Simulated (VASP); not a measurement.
# Be (P6_3/mmc) in VASP: single point with r2SCAN

Aim: the single point of Be with r2SCAN.

Program: VASP 6.6.1. These are calculated values, not measurements. Logs are shortened: lines on timing, memory, paths and dates and some standing lists are left out, and cuts for length are marked.

## 1. The cell of the first run

The structure is hexagonal, space group P6_3/mmc (No. 194). Conventional cell: a = 2.300 Å, b = 2.300 Å, c = 3.601 Å, α = 90.00°, β = 90.00°, γ = 120.00°. Within 3.0 Å of Be (site symmetry -6m2) lie 12 Be at 2.24 to 2.30 Å.

## 2. Single point, r2SCAN

POSCAR reads:

```
Be
1.0
    2.2995019849      0.0000000000      0.0000000000
   -1.1497509925      1.9914271350      0.0000000000
    0.0000000000      0.0000000000      3.6009000000
Be
2
Direct
    0.3333333333      0.6666666667      0.2500000000
    0.6666666667      0.3333333333      0.7500000000
```

INCAR.step1 reads:

```
PREC = Accurate ; ENCUT = 520
ISMEAR = 0 ; SIGMA = 0.15
LREAL = F ; LASPH = T
NELM = 100 ; NBANDS = 9
GGA = PE ; ALGO = Normal
EDIFF = 1E-4 ; LWAVE = T
LCHARG = F
```

INCAR.step2 reads:

```
PREC = Accurate ; ENCUT = 520
EDIFF = 1E-7 ; ISMEAR = 0
SIGMA = 0.15 ; LREAL = F
LASPH = T ; NELM = 100
ALGO = Normal ; ISIF = 2
LWAVE = F ; LCHARG = F
METAGGA = R2SCAN ; LMIXTAU = T
NBANDS = 9 ; ISTART = 1
```

KPOINTS reads:

```
regular mesh
0
Gamma
  24 24 14
```

Potentials or basis: VASP PAW PBE potentials, release 64 (Be).

The run is started by

```
> cat potpaw_PBE.64/Be/POTCAR > POTCAR
> cp INCAR.step1 INCAR
> mpirun -np 1 vasp_std > vasp.out
> cp INCAR.step2 INCAR
> mpirun -np 1 vasp_std > vasp.out
```

OUTCAR:

```text
PREC = Accurate
   ENCUT = 520
   EDIFF = 1E-7
   ISMEAR = 0
   LREAL = F
   LASPH = T
   NELM = 100
   ISIF = 2
   METAGGA = R2SCAN
   ISTART = 1

 ion  position               nearest neighbor table
   1  0.333  0.667  0.250-   2 2.24   2 2.24   2 2.24   2 2.24   2 2.24   2 2.24
   2  0.667  0.333  0.750-   1 2.24   1 2.24   1 2.24   1 2.24   1 2.24   1 2.24

  LATTYP: Found a hexagonal cell.
 ALAT       =     2.2995019849
 C/A-ratio  =     1.5659477677

  Lattice vectors:

 A1 = (   2.2995019849,   0.0000000000,   0.0000000000)
 A2 = (  -1.1497509925,   1.9914271350,   0.0000000000)
 A3 = (   0.0000000000,   0.0000000000,   3.6009000000)

Analysis of symmetry for initial positions (statically):
=====================================================================
 Subroutine PRICEL returns:
 Original cell was already a primitive cell.

 Routine SETGRP: Setting up the symmetry group for a
 hexagonal supercell.

 Subroutine GETGRP returns: Found 24 space group operations
 (whereof 12 operations were pure point group operations)
 out of a pool of 24 trial point group operations.

The static configuration has the point symmetry D_3d.
 The point group associated with its full space group is D_6h.

Analysis of symmetry for dynamics (positions and initial velocities):
=====================================================================
 Subroutine PRICEL returns:
 Original cell was already a primitive cell.

 Routine SETGRP: Setting up the symmetry group for a
 hexagonal supercell.

 Subroutine GETGRP returns: Found 24 space group operations
 (whereof 12 operations were pure point group operations)
 out of a pool of 24 trial point group operations.

The dynamic configuration has the point symmetry D_3d.
 The point group associated with its full space group is D_6h.

 Subroutine INISYM returns: Found 24 space group operations
 (whereof 12 operations are pure point group operations),
 and found     1 'primitive' translations

----------------------------------------------------------------------------------------

                                     Primitive cell

  volume of cell :      16.4896

  direct lattice vectors                    reciprocal lattice vectors
     2.299501985  0.000000000  0.000000000     0.434876772  0.251076221  0.000000000
    -1.149750993  1.991427135  0.000000000     0.000000000  0.502152443  0.000000000
     0.000000000  0.000000000  3.600900000     0.000000000  0.000000000  0.277708351

  length of vectors
     2.299501985  2.299501985  3.600900000     0.502152443  0.502152443  0.277708351

  position of ions in fractional coordinates (direct lattice)
     0.333333333  0.666666667  0.250000000
     0.666666667  0.333333333  0.750000000

  ion indices of the primitive-cell ions
   primitive index   ion index
                 1           1
                 2           2

----------------------------------------------------------------------------------------

 KPOINTS: regular mesh

Automatic generation of k-mesh.
 Grid dimensions read from file:
 generate k-points for:   24   24   14

 Generating k-lattice:

  Cartesian coordinates                     Fractional coordinates (reciprocal lattice)
     0.018119865  0.010461509  0.000000000     0.041666667  0.000000000  0.000000000
     0.000000000  0.020923018  0.000000000     0.000000000  0.041666667  0.000000000
     0.000000000  0.000000000  0.019836311     0.000000000  0.000000000  0.071428571

  Length of vectors
     0.020923018  0.020923018  0.019836311

  Shift w.r.t. Gamma in fractional coordinates (k-lattice)
     0.000000000  0.000000000  0.000000000

 Subroutine IBZKPT returns following result:
 ===========================================

 Found    488 irreducible k-points:

 Following reciprocal coordinates:
            Coordinates               Weight
  0.000000  0.000000  0.000000      1.000000
  0.041667 -0.000000  0.000000      6.000000
  0.083333 -0.000000  0.000000      6.000000
  0.125000 -0.000000  0.000000      6.000000
  0.166667 -0.000000  0.000000      6.000000
  0.208333 -0.000000  0.000000      6.000000
[... 16 lines left out ...]
  0.416667  0.041667  0.000000     12.000000
  0.458333  0.041667  0.000000     12.000000
 [... further k-points ...]
   k-points           NKPTS =    488   k-points in BZ     NKDIM =    488   number of bands    NBANDS=      9
   number of dos      NEDOS =    301   number of ions     NIONS =      2
   total plane-waves  NPLWV =   9072
   dimension x,y,z NGX =    18 NGY =   18 NGZ =   28
   dimension x,y,z NGXF=    36 NGYF=   36 NGZF=   56
   ions per type =               2
   NGX,Y,Z   is equivalent  to a cutoff of  13.01, 13.01, 12.93 a.u.
   NGXF,Y,Z  is equivalent  to a cutoff of  26.03, 26.03, 25.85 a.u.
 SYSTEM =  unknown system
   PREC   = accura    normal or accurate (medium, high low for compatibility)
   ISTART =      1    job   : 0-new  1-cont  2-samecut
   ICHARG =      0    charge: 1-file 2-atom 10-const
   ISPIN  =      1    spin polarized calculation?
   LNONCOLLINEAR =      F non collinear calculations
   LSORBIT =      F    spin-orbit coupling
   LASPH  =      T    aspherical Exc in radial PAW
   ENCUT  =  520.0 eV  38.22 Ry    6.18 a.u.   4.28  4.28  6.70*2*pi/ulx,y,z
   NELM   =    100;   NELMIN=  2; NELMDL=  0     # of ELM steps
   EDIFF  = 0.1E-06   stopping-criterion for ELM
   LREAL  =      F    real-space projection
   EDIFFG = 0.1E-05   stopping-criterion for IOM
   NSW    =      0    number of steps for IOM
   IBRION =     -1    ionic relax: 0-MD 1-quasi-New 2-CG
   NFREE  =      0    steps in history (QN), initial steepest desc. (CG)
   ISIF   =      2    stress and relaxation
   ISYM   =      2    0-nonsym 1-usesym 2-fastsym
   POTIM  = 0.5000    time-step for ionic-motion
   TEBEG  =    0.0;   TEEND  =   0.0 temperature during run
   PSTRESS=    0.0 pullay stress
   NELECT =       4.0000    total number of electrons
   NUPDOWN=      -1.0000    fix difference up-down
   EMIN   =  10.00;   EMAX   =-10.00  energy-range for DOS
   EFERMI =   0.00;   METHOD = LEGACY
   ISMEAR =     0;   SIGMA  =   0.15  broadening in eV -4-tet -1-fermi 0-gaus
   EFERMI_NEDOS =   21; number of points for ismear=-14 and -15
   IALGO  =     38    algorithm
   IMIX   =      4    mixing-type and parameters
     AMIX     =   0.40;   BMIX     =  1.00
     AMIX_MAG =   1.60;   BMIX_MAG =  1.00
  volume/ion in A,a.u.               =       8.24        55.64
  Fermi-wavevector in a.u.,A,eV,Ry     =   1.020998  1.929407 14.183227  1.042438
  Thomas-Fermi vector in A             =   2.154599
   LORBIT       =      0    0 simple, 1 ext, 2 COOP (PROOUT), +10 PAW based schemes
   METAGGA = R2SCAN    functional components
   LHFCALC =     F    Hartree Fock is set to
   AEXX    =    0.0000 exact exchange contribution
   IVDW    =     0    specifies the selected vdW correction
   LEPSILON=     F    determine dielectric tensor
   LRPA    =     F    only Hartree local field effects (RPA)
 non-spin polarized calculation
 Gauss-broadening in eV      SIGMA  =   0.15
  energy-cutoff  :      520.00
  volume of cell :       16.49
 maximum number of plane-waves:       470
 NGX is ok and might be reduce to    18
   NGX =  9   NGY =  9   NGZ = 13

 number of electron       4.0000000 magnetization

 Free energy of the ion-electron system (eV)
  ---------------------------------------------------
  ext. energy  EPLUGINS =         0.00000000
  ---------------------------------------------------
  free energy    TOTEN  =        -8.67034618 eV

  energy without entropy =       -8.66814379  energy(sigma->0) =       -8.66924499

 E-fermi :   6.7369     XC(G=0): -11.1165

 val. band max:        6.7132744208   @ k =   0.3333   0.2917   0.3571
 cond. band min:       6.7440986862   @ k =   0.2917   0.2917   0.1429
 fundamental gap:      0.0308242654
 Fermi energy:         6.7369421697

 k-point     1 :       0.0000    0.0000    0.0000
  band No.  band energies     occupation
      1      -5.2082      2.00000
      2       2.2461      2.00000
      3       7.8094      0.00000
      4      23.4718      0.00000
      5      23.4718      0.00000
      6      26.4521      0.00000
      7      26.4521      0.00000
      8      28.8666      0.00000
      9      34.4769      0.00000

 k-point     2 :       0.0417   -0.0000    0.0000
  band No.  band energies     occupation
      1      -5.1553      2.00000
      2       2.3136      2.00000
      3       7.8289      0.00000
      4      23.0003      0.00000
      5      23.1116      0.00000
      6      26.4582      0.00000
      7      26.6741      0.00000
      8      28.7619      0.00000
      9      33.5159      0.00000

 k-point     3 :       0.0833   -0.0000    0.0000
  band No.  band energies     occupation
      1      -4.9964      2.00000
      2       2.5158      2.00000
      3       7.8856      0.00000
      4      21.7749      0.00000
      5      22.3094      0.00000
      6      26.4442      0.00000
      7      27.0308      0.00000
      8      28.4171      0.00000
      9      31.9711      0.00000

 k-point     4 :       0.1250   -0.0000    0.0000
  band No.  band energies     occupation
      1      -4.7316      2.00000
      2       2.8524      2.00000
      3       7.9727      0.00000
      4      20.1355      0.00000
      5      21.3803      0.00000
      6      26.3630      0.00000
      7      27.1739      0.00000
      8      27.7452      0.00000
      9      30.2335      0.00000

 k-point     5 :       0.1667   -0.0000    0.0000
  band No.  band energies     occupation
      1      -4.3607      2.00000
      2       3.3230      2.00000
      3       8.0748      0.00000
      4      18.3471      0.00000
      5      20.4573      0.00000
      6      26.1154      0.00000
      7      26.6494      0.00000
      8      27.0329      0.00000
      9      28.5666      0.00000

 k-point     6 :       0.2083   -0.0000    0.0000
  band No.  band energies     occupation
      1      -3.8840      2.00000
      2       3.9263      2.00000
      3       8.1574      0.00000
      4      16.5908      0.00000
      5      19.5963      0.00000
      6      25.1281      0.00000
      7      25.3487      0.00000
      8      26.6934      0.00000
      9      27.4386      0.00000
[... 169 lines left out ...]
 k-point    21 :       0.3333    0.0417    0.0000
  band No.  band energies     occupation
      1      -1.3587      2.00000
      2       6.9065      0.11000
      3       7.0972      0.00068
      4      12.9492      0.00000
      5      16.8913      0.00000
      6      18.4858      0.00000
      7      20.4972      0.00000
      8      25.1033      0.00000
      9      27.1677      0.00000

 k-point    22 :       0.3750    0.0417    0.0000
  band No.  band energies     occupation
      1      -0.4365      2.00000
      2       5.8223      2.00000
      3       8.2451      0.00000
      4      13.0270      0.00000
      5      16.3746      0.00000
      6      16.6500      0.00000
      7      19.3716      0.00000
      8      24.8181      0.00000
      9      27.1414      0.00000

 k-point    23 :       0.4167    0.0417    0.0000
  band No.  band energies     occupation
      1       0.5381      2.00000
      2       4.6519      2.00000
      3       9.4469      0.00000
      4      13.3682      0.00000
      5      14.9784      0.00000
      6      15.8849      0.00000
      7      18.5516      0.00000
      8      24.6219      0.00000
      9      27.1306      0.00000

 k-point    24 :       0.4583    0.0417    0.0000
  band No.  band energies     occupation
      1       1.4041      2.00000
      2       3.6656      2.00000
      3      10.4814      0.00000
      4      13.7061      0.00000
      5      13.7254      0.00000
      6      15.4894      0.00000
      7      18.1247      0.00000
      8      24.5222      0.00000
      9      27.1271      0.00000

 [... further k-points ...]
[... 5 lines left out ...]
  --------------------------------------------------------------------------------------
  -------------------------------------------------------------------------------------
  Total       -0.5253334     -0.5253334     -0.3770584      0.0000000      0.0000000      0.0000000
  in kB      -51.0430161    -51.0430161    -36.6361595      0.0000000      0.0000000      0.0000000
  external PRESSURE =     -46.2407305 kB  Pullay stress =       0.0000000 kB

 VOLUME and BASIS-vectors are now :
 -----------------------------------------------------------------------------
  energy-cutoff  :      520.00
  volume of cell :       16.49
      direct lattice vectors                 reciprocal lattice vectors
     2.299501985  0.000000000  0.000000000     0.434876772  0.251076221  0.000000000
    -1.149750993  1.991427135  0.000000000     0.000000000  0.502152443  0.000000000
     0.000000000  0.000000000  3.600900000     0.000000000  0.000000000  0.277708351

 POSITION                                       TOTAL-FORCE (eV/Angst)
 -----------------------------------------------------------------------------------
     -0.00000      1.32762      0.90023        -0.000000      0.000000      0.000000
      1.14975      0.66381      2.70068         0.000000      0.000000      0.000000
 -----------------------------------------------------------------------------------
    total drift:                                0.000000     -0.000000      0.000000

  FREE ENERGIE OF THE ION-ELECTRON SYSTEM (eV)
  ---------------------------------------------------
  free  energy   TOTEN  =        -8.6703461813 eV

  energy  without entropy=       -8.6681437921  energy(sigma->0) =       -8.66924499
```

It took 2.5 min on 1 thread of Intel Xeon Platinum 8488C (Sapphire Rapids), shared host; peak memory 0.17 GiB.

Results:

```
Free energy            : -8.6703 eV
Pressure               : -4.6 GPa
Band gap on the k mesh : zero (band 2 reaches 7.84 eV, above the bottom of band 3 at 5.66 eV)
```

Stress tensor (GPa, compression positive):
```
-5.10  0.00  0.00
 0.00 -5.10  0.00
 0.00  0.00 -3.66
```

Caveat: the PAW data sets were made with another functional, which shifts forces and pressure a little.
